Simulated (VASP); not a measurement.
# Bi (R-3m) in VASP: notebook

Bi is run at these levels: PBE; tasks: single point.

All numbers are computed with VASP 6.6.1; they aren't measurements. Logs are shortened: lines on timing, memory, paths and dates and some standing lists are left out, and cuts for length are marked.

## (1) The cell of the first run

It takes space group R-3m (No. 166, trigonal). The conventional cell has a = 4.585 Å, b = 4.585 Å, c = 12.140 Å, α = 90.00°, β = 90.00°, γ = 120.00°. Within 4.1 Å of Bi (site symmetry 3m) lie 6 Bi at 3.11 to 3.59 Å.

## (2) Single point, PBE

INCAR reads:

```
PREC = Accurate ; ENCUT = 520
EDIFF = 1E-6 ; ISMEAR = -1
SIGMA = 0.1 ; LREAL = False
LASPH = True ; NELM = 100
ALGO = Normal ; ISIF = 2
LWAVE = False ; LCHARG = False
GGA = PE ; NBANDS = 22
```

KPOINTS reads:

```
regular mesh
0
Gamma
  8 8 8
```

POSCAR reads:

```
Bi
1.0
    2.2924582305      1.3235513765      4.0467531177
   -2.2924582305      1.3235513765      4.0467531177
    0.0000000000     -2.6471027530      4.0467531177
Bi
2
Direct
    0.2337113826      0.2337113826      0.2337113826
    0.7662886174      0.7662886174      0.7662886174
```

Potentials or basis: VASP PAW PBE potentials, release 64 (Bi_d).

On the command line:

```sh
> cat potpaw_PBE.64/Bi_d/POTCAR > POTCAR
> mpirun -np 1 vasp_std > vasp.out
```

OUTCAR:

```text
PREC = Accurate
   ENCUT = 520
   EDIFF = 1E-6
   ISMEAR = -1
   LREAL = False
   LASPH = True
   NELM = 100
   ISIF = 2
   GGA = PE

 ion  position               nearest neighbor table
   1  0.234  0.234  0.234-   2 3.11   2 3.11   2 3.11   2 3.59   2 3.59   2 3.59
   2  0.766  0.766  0.766-   1 3.11   1 3.11   1 3.11   1 3.59   1 3.59   1 3.59

  LATTYP: Found a trigonal (rhomboedric) cell.
 ALAT       =     4.8356347857
 COS(alpha) =     0.5505039576

  Lattice vectors:

 A1 = (   2.2924582305,   1.3235513765,   4.0467531177)
 A2 = (  -2.2924582305,   1.3235513765,   4.0467531177)
 A3 = (   0.0000000000,  -2.6471027530,   4.0467531177)

Analysis of symmetry for initial positions (statically):
=====================================================================
 Subroutine PRICEL returns:
 Original cell was already a primitive cell.

 Routine SETGRP: Setting up the symmetry group for a
 trigonal (rhombohedral) supercell.

 Subroutine GETGRP returns: Found 12 space group operations
 (whereof 12 operations were pure point group operations)
 out of a pool of 12 trial point group operations.

The static configuration has the point symmetry D_3d.

Analysis of symmetry for dynamics (positions and initial velocities):
=====================================================================
 Subroutine PRICEL returns:
 Original cell was already a primitive cell.

 Routine SETGRP: Setting up the symmetry group for a
 trigonal (rhombohedral) supercell.

 Subroutine GETGRP returns: Found 12 space group operations
 (whereof 12 operations were pure point group operations)
 out of a pool of 12 trial point group operations.

The dynamic configuration has the point symmetry D_3d.

 Subroutine INISYM returns: Found 12 space group operations
 (whereof 12 operations are pure point group operations),
 and found     1 'primitive' translations

----------------------------------------------------------------------------------------

                                     Primitive cell

  volume of cell :      73.6716

  direct lattice vectors                    reciprocal lattice vectors
     2.292458230  1.323551376  4.046753118     0.218106482  0.125923836  0.082370563
    -2.292458230  1.323551376  4.046753118    -0.218106482  0.125923836  0.082370563
     0.000000000 -2.647102753  4.046753118     0.000000000 -0.251847672  0.082370563
[... 73 lines left out ...]
   NGXF,Y,Z  is equivalent  to a cutoff of  24.75, 24.75, 24.75 a.u.
 SYSTEM =  unknown system
   PREC   = accura    normal or accurate (medium, high low for compatibility)
   ISTART =      0    job   : 0-new  1-cont  2-samecut
   ICHARG =      2    charge: 1-file 2-atom 10-const
   ISPIN  =      1    spin polarized calculation?
   LNONCOLLINEAR =      F non collinear calculations
   LSORBIT =      F    spin-orbit coupling
   LASPH  =      T    aspherical Exc in radial PAW
   ENCUT  =  520.0 eV  38.22 Ry    6.18 a.u.   8.99  8.99  8.99*2*pi/ulx,y,z
   NELM   =    100;   NELMIN=  2; NELMDL= -5     # of ELM steps
   EDIFF  = 0.1E-05   stopping-criterion for ELM
   LREAL  =      F    real-space projection
   EDIFFG = 0.1E-04   stopping-criterion for IOM
   NSW    =      0    number of steps for IOM
   IBRION =     -1    ionic relax: 0-MD 1-quasi-New 2-CG
   NFREE  =      0    steps in history (QN), initial steepest desc. (CG)
   ISIF   =      2    stress and relaxation
   ISYM   =      2    0-nonsym 1-usesym 2-fastsym
   POTIM  = 0.5000    time-step for ionic-motion
   TEBEG  =    0.0;   TEEND  =   0.0 temperature during run
   PSTRESS=    0.0 pullay stress
   NELECT =      30.0000    total number of electrons
   NUPDOWN=      -1.0000    fix difference up-down
   EMIN   =  10.00;   EMAX   =-10.00  energy-range for DOS
   EFERMI =   0.00;   METHOD = LEGACY
   ISMEAR =    -1;   SIGMA  =   0.10  broadening in eV -4-tet -1-fermi 0-gaus
   EFERMI_NEDOS =   21; number of points for ismear=-14 and -15
   IALGO  =     38    algorithm
   IMIX   =      4    mixing-type and parameters
     AMIX     =   0.40;   BMIX     =  1.00
     AMIX_MAG =   1.60;   BMIX_MAG =  1.00
  volume/ion in A,a.u.               =      36.84       248.58
  Fermi-wavevector in a.u.,A,eV,Ry     =   1.213431  2.293053 20.033429  1.472415
  Thomas-Fermi vector in A             =   2.348884
   LORBIT       =      0    0 simple, 1 ext, 2 COOP (PROOUT), +10 PAW based schemes
   GGA     = PE    functional components
   LHFCALC =     F    Hartree Fock is set to
   AEXX    =    0.0000 exact exchange contribution
   IVDW    =     0    specifies the selected vdW correction
   LEPSILON=     F    determine dielectric tensor
   LRPA    =     F    only Hartree local field effects (RPA)
 non-spin polarized calculation
  energy-cutoff  :      520.00
  volume of cell :       73.67
 maximum number of plane-waves:      2014
   NGX = 17   NGY = 17   NGZ = 17

 number of electron      29.9999994 magnetization

 Free energy of the ion-electron system (eV)
  ---------------------------------------------------
  ext. energy  EPLUGINS =         0.00000000
  ---------------------------------------------------
  free energy    TOTEN  =        -7.78686477 eV

  energy without entropy =       -7.77624684  energy(sigma->0) =       -7.78155580

 E-fermi :   5.8709     XC(G=0):  -9.3182

 val. band max:        5.7674668547   @ k =  -0.3750   0.5000   0.3750
 cond. band min:       5.9861920374   @ k =   0.3750   0.1250   0.1250
 fundamental gap:      0.2187251827
 Fermi energy:         5.8708804331

 k-point     1 :       0.0000    0.0000    0.0000
  band No.  band energies     occupation
      1     -17.0333      2.00000
      2     -17.0333      2.00000
      3     -16.9003      2.00000
      4     -16.9003      2.00000
      5     -16.8877      2.00000
      6     -16.7409      2.00000
[... 589 lines left out ...]
     21      13.1493      0.00000
     22      14.5739      0.00000

 [... further k-points ...]
[... 5 lines left out ...]
  --------------------------------------------------------------------------------------
  -------------------------------------------------------------------------------------
  Total       -0.0217208     -0.0217208     -0.0167719      0.0000000      0.0000000      0.0000000
  in kB       -0.4723734     -0.4723734     -0.3647483      0.0000000      0.0000000      0.0000000
  external PRESSURE =      -0.4364983 kB  Pullay stress =       0.0000000 kB

 VOLUME and BASIS-vectors are now :
 -----------------------------------------------------------------------------
  energy-cutoff  :      520.00
  volume of cell :       73.67
      direct lattice vectors                 reciprocal lattice vectors
     2.292458230  1.323551376  4.046753118     0.218106482  0.125923836  0.082370563
    -2.292458230  1.323551376  4.046753118    -0.218106482  0.125923836  0.082370563
     0.000000000 -2.647102753  4.046753118     0.000000000 -0.251847672  0.082370563

 POSITION                                       TOTAL-FORCE (eV/Angst)
 -----------------------------------------------------------------------------------
      0.00000      0.00000      2.83732         0.000000      0.000000     -0.016398
      0.00000      0.00000      9.30294         0.000000     -0.000000      0.016398
 -----------------------------------------------------------------------------------
    total drift:                               -0.000000      0.000000     -0.000000

  FREE ENERGIE OF THE ION-ELECTRON SYSTEM (eV)
  ---------------------------------------------------
  free  energy   TOTEN  =        -7.7868647654 eV

  energy  without entropy=       -7.7762468354  energy(sigma->0) =       -7.78155580
```

Wall time 34 s (1 thread of Intel Xeon Platinum 8559C (Emerald Rapids), shared host); peak memory 0.24 GiB.

What came out:

```yaml
Free_energy: -7.7869 eV
Pressure: 0.0 GPa
Largest_force: 0.016 eV/Å
Band_gap_on_the_k_mesh: zero (band 15 reaches 5.77 eV, above the bottom of band 16 at 5.61 eV)
```

Forces in eV/Å, atoms in the order of the input:
```
Bi   0.000  0.000 -0.016
Bi   0.000  0.000  0.016
```

Caveat: spin-orbit coupling is left out, which moves the levels of the heavy elements.

## (3) Single point, PBE

INCAR reads:

```
SYSTEM = Bi
PREC = Accurate
ENCUT = 520
EDIFF = 1E-6
ISMEAR = -1
SIGMA = 0.1
LREAL = .FALSE.
LASPH = .TRUE.
NELM = 80
ALGO = Normal
ISIF = 2
LWAVE = .FALSE.
LCHARG = .FALSE.
GGA = PE
NBANDS = 22
```

KPOINTS reads:

```
Automatic mesh
0
G
  8 8 8
  0 0 0
```

POSCAR is that of step 2.

Potentials or basis: VASP PAW PBE potentials, release 64 (Bi_d).

On the command line:

```sh
> cat potpaw_PBE.64/Bi_d/POTCAR > POTCAR
> mpirun -np 1 vasp_std > vasp.out
```

Run time: 34 s. Hardware: 1 thread of Intel Xeon Platinum 8559C (Emerald Rapids), shared host; peak memory 0.24 GiB.

It converged, with:

```
Free energy            : -7.7869 eV
Pressure               : 0.0 GPa
Largest force          : 0.016 eV/Å
Band gap on the k mesh : zero (band 15 reaches 5.77 eV, above the bottom of band 16 at 5.61 eV)
```

Forces on the atoms (eV/Å):
```
Bi   0.000  0.000 -0.016
Bi   0.000  0.000  0.016
```

Levels at points of the mesh, in eV from the Fermi level:
```tsv
k point	band 13	band 14	band 15	band 16	band 17	band 18
(0.00, 0.00, 0.00)	-1.52	-1.15	-1.15	2.37	2.81	2.81
(0.50, 0.00, 0.00)	-1.41	-1.18	-0.34	-0.26	0.48	1.03
(0.50, 0.50, 0.00)	-4.47	-2.92	-2.74	2.38	4.64	5.22
(0.50, 0.50, 0.50)	-0.93	-0.58	-0.58	0.69	0.73	0.73
```

Caveat: spin-orbit coupling is left out, which moves the levels of the heavy elements.
